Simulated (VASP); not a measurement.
In3Sb, 4 atoms in the cell. The structure is cubic, space group Pm-3m (No. 221). Conventional cell: a = 4.837 Å, b = 4.837 Å, c = 4.837 Å, α = 90.00°, β = 90.00°, γ = 90.00°. In (site symmetry 4/mmm) has 8 In at 3.42 Å and 4 Sb at 3.42 Å within 4.5 Å. Sb (site symmetry m-3m) has 12 In at 3.42 Å within 4.5 Å. 

- Program: VASP 6.6.1
- Task: single point
- Functional: PBEsol
- Potentials or basis: VASP PAW PBE potentials, release 64 (In_d, Sb)
- Cutoff: 520 eV
- k mesh: 5 × 5 × 5
- Occupations: gaussian, width 0.2 eV
- Spin: no spin polarisation
- Dipole correction: no
- Further INCAR settings: ALGO = Normal; EDIFF = 1e-06; NBANDS = 30

Potentials or basis: VASP PAW PBE potentials, release 64 (In_d, Sb).

Command:

```sh
$ cat potpaw_PBE.64/In_d/POTCAR potpaw_PBE.64/Sb/POTCAR > POTCAR
$ mpirun -np 1 vasp_std > vasp.out
```

Hardware: 1 thread of Intel Xeon 8259CL, with other jobs on the host.

**Question.** Estimate the wall time of this run.

**Answer.** It took 47 s on 1 thread of Intel Xeon 8259CL, with other jobs on the host, peak memory 0.21 GiB. Counts: scf iterations 12, k points 10.
